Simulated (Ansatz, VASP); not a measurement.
# Two plane-wave programs on LiNbO3

```
CELL_PARAMETERS angstrom
2.63592 1.52185 4.74556
-2.63592 1.52185 4.74556
0.00000 -3.04370 4.74556
ATOMIC_POSITIONS crystal
Li 0.28159 0.28159 0.28159
Li 0.78159 0.78159 0.78159
Nb 0.00049 0.00049 0.00049
Nb 0.50049 0.50049 0.50049
O 0.11046 0.35803 0.72110
O 0.72110 0.11046 0.35803
O 0.35803 0.72110 0.11046
O 0.22110 0.85803 0.61046
O 0.85803 0.61046 0.22110
O 0.61046 0.22110 0.85803
```

Alike in both runs: task single point; functional PBE; k mesh 6 × 6 × 6; occupations gaussian, width 0.05 eV; no spin polarisation.

```csv
,VASP,Ansatz
version,VASP 6.6.1,Ansatz 0.2.0
potentials or method,"VASP PAW PBE potentials, release 64 (Li_sv, Nb_sv, O), cutoff 520 eV","scalar-relativistic, plane waves, PAW"
valence electrons in the cell,68,68
```

|  | VASP | Ansatz | Ansatz less VASP |
| --- | --- | --- | --- |
| gap on the k mesh at the Fermi level (eV) | 3.34 | 3.36 | +0.014 |
| least direct gap on the mesh (eV) | 3.37 | 3.38 | +0.012 |
| rms of the force components (eV/Å) | 0.285 | 0.288 | +0.0030 |

Atom by atom the forces differ by 0.009 eV/Å (rms over components). With one functional, cell and mesh, what is left measures potentials, basis and numerics.

Noted on VASP's run: the cutoff is short for stress, so the pressure is rough.
